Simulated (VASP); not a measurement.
A run of VASP 6.6.1 is set up as follows.

File INCAR:

```
SYSTEM = Li7Nb9O24
PREC = Accurate
ENCUT = 650
EDIFF = 1E-8
ISMEAR = -1
SIGMA = 0.01
LREAL = .FALSE.
LASPH = .TRUE.
NELM = 200
ALGO = Normal
ISIF = 2
LWAVE = .FALSE.
LCHARG = .FALSE.
ISPIN = 2
MAGMOM = 0 0 0 0 0 0 0 0.01 0.01 0.01 0 0.05 0.09 0.23 0.01 0.03 0.01 0 0 0 0 0 0 0 0 0 0 0.02 0.01 0.01 0 0.01 0.01 0 0 0.03 0.02 0.01 0.01 0
LORBIT = 11
NUPDOWN = 1.0
LMAXMIX = 4
GGA = PE
LEFG = .TRUE.
NELECT = 283.0
NBANDS = 171
GGA_COMPAT = .FALSE.
```

The input KPOINTS:

```
Automatic mesh
0
Gamma
  1 1 1
  0.25 0.25 0.25
```

File POSCAR:

```
Li7Nb9O24
1.0
    2.5949501352      1.4981951591      4.6722232478
   -5.1899002704      2.9963903182      9.3444464955
    0.0000000000     -5.9927806363      9.3444464955
Li Nb O
7 9 24
Direct
    0.7302302037      0.3504518701      0.3634958080
    0.2262385961      0.1042239583      0.1117533829
    0.7071935201      0.3531461918      0.8695866917
    0.2090752595      0.1102603737      0.6145212589
    0.7202542317      0.8716629188      0.3413668564
    0.2321768936      0.6079930337      0.1078186610
    0.7301019211      0.8675451691      0.8627368074
    0.9944824951      0.5066997139      0.4969438180
    0.5206224554      0.2392515428      0.2601596580
    1.0099882971      0.4912025349      1.0182303836
    0.4912260192      0.2603901195      0.7516022980
    0.9943640784      0.9924379017      0.5201852079
    0.5155057689      0.7510680708      0.2452035155
    0.1653779334      0.6037184070      0.6035444231
    1.0150181262      0.9996822128      0.9947424388
    0.5385644416      0.7400654912      0.7510419960
    0.2673701305      0.3213548727      0.4422603386
    0.6451702972      0.4455537435      0.1413411073
    0.8849397029      0.1370270288      0.3242314785
    0.3817605366      0.0710949969      0.3875430885
    0.7728286534      0.1952085503      0.0734723122
    0.1475862333      0.3932030397      0.1924592967
    0.2859448294      0.3175612086      0.9495462484
    0.6139142925      0.4571669287      0.6409338324
    0.8878017745      0.1367911035      0.8201490544
    0.3760717985      0.0742957501      0.8945735357
    0.7656791232      0.1988293386      0.5735458426
    0.1102942380      0.3825158332      0.6999363110
    0.2678873160      0.8153440706      0.4478210989
    0.6429420848      0.9458528238      0.1395842662
    0.8930218427      0.6422591439      0.3084571111
    0.4088681745      0.5586822888      0.3859042950
    0.7859782463      0.7017684672      0.0591724498
    0.1493456853      0.8866560644      0.1937223107
    0.2773271302      0.8195552853      0.9437949417
    0.6177971701      0.9525724837      0.6480640623
    0.9237899732      0.6312954631      0.8192811962
    0.4116923012      0.5667907112      0.8865249966
    0.7660296271      0.7213362944      0.5387665878
    0.1410186774      0.8902249993      0.6887210321
```

Potentials or basis: VASP PAW PBE potentials, release 64 (Li_sv, Nb_sv, O).

The run is started by

```bash
$ cat potpaw_PBE.64/Li_sv/POTCAR potpaw_PBE.64/Nb_sv/POTCAR potpaw_PBE.64/O/POTCAR > POTCAR
$ mpirun -np 1 vasp_std > vasp.out
```

Problem. Estimate the largest force.

Solution. 0.042 eV/Å.

Forces in eV/Å, atoms in the order of the input:
```
Li   0.005  0.010 -0.001
Li  -0.003 -0.002  0.000
Li  -0.008 -0.005 -0.005
Li   0.002 -0.001  0.008
Li  -0.007 -0.002 -0.009
Li  -0.011 -0.011 -0.005
Li   0.004  0.000 -0.002
Nb   0.009  0.006 -0.027
Nb  -0.002  0.005  0.010
Nb  -0.005 -0.005  0.039
Nb  -0.005 -0.016  0.012
Nb  -0.022  0.029  0.016
Nb   0.003 -0.023  0.029
Nb   0.006  0.005  0.016
Nb  -0.014 -0.028  0.024
Nb  -0.031 -0.029  0.000
O   -0.016  0.006  0.006
O    0.010 -0.012 -0.015
O    0.001 -0.011 -0.002
O   -0.008  0.001 -0.008
O    0.002 -0.015  0.003
O    0.012  0.005 -0.007
O   -0.003  0.011 -0.014
O    0.005  0.021 -0.007
O   -0.012  0.003 -0.005
O    0.000  0.016 -0.001
O    0.012 -0.013 -0.014
O    0.005  0.014  0.013
O   -0.007 -0.003 -0.007
O    0.020  0.019 -0.006
O   -0.001 -0.017 -0.001
O   -0.014  0.009 -0.003
O    0.018 -0.002 -0.018
O    0.003  0.009 -0.003
O    0.016  0.015 -0.010
O    0.024  0.000 -0.013
O    0.004  0.010 -0.012
O   -0.007  0.026  0.001
O    0.007 -0.021  0.009
O    0.009 -0.004  0.009
```

Caveat: the k points lie up to 1.47 Å⁻¹ apart; the cell carries a net charge on a neutralising background, which shifts energy and pressure; without QUAD_EFG the Cq values of the log hold for a quadrupole moment of 1 mb, not for the nuclei; the total moment is fixed, so each spin has its own Fermi level.
